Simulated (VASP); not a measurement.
The system is Sb.

```
CELL_PARAMETERS angstrom
0.00000 2.30500 2.30500
2.30500 0.00000 2.30500
2.30500 2.30500 0.00000
ATOMIC_POSITIONS crystal
Sb 0.00000 0.00000 0.00000
```

```yaml
Program: VASP 6.6.1
Task: relaxation of cell and atoms
Functional: LDA
Potentials_or_basis: VASP PAW LDA potentials, release 64 (Sb)
Cutoff: 600 eV
k_mesh: 12 × 12 × 12
Occupations: fermi-dirac, width 0.005 eV
Spin: no spin polarisation
```

At the start: pressure 3.9 GPa; volume 24.49 Å³/atom.

Question: How do energy, volume and symmetry change on relaxing?

Answer: Over 3 steps the energy falls by 15.4 meV/atom and the volume is 25.82 Å³/atom (+5.4 %); space group Fm-3m (No. 225, to 0.05 Å).

The path:
| step | energy change (eV) | largest force (eV/Å) | pressure (GPa) | volume (Å³) |
| --- | --- | --- | --- | --- |
| 1 | 0.0000 | 0.0000 | 3.94 | 24.49 |
| 2 | -0.0098 | 0.0000 | -2.09 | 26.69 |
| 3 | -0.0154 | 0.0000 | 0.02 | 25.82 |

Final structure:
```cif
data_structure
_symmetry_space_group_name_H-M 'P 1'
_symmetry_Int_Tables_number 1
_cell_length_a 3.3177
_cell_length_b 3.3177
_cell_length_c 3.3177
_cell_angle_alpha 60.000
_cell_angle_beta 60.000
_cell_angle_gamma 60.000
_cell_volume 25.82
loop_
_atom_site_label
_atom_site_type_symbol
_atom_site_fract_x
_atom_site_fract_y
_atom_site_fract_z
_atom_site_occupancy
Sb1 Sb 0.00000 0.00000 0.00000 1
```
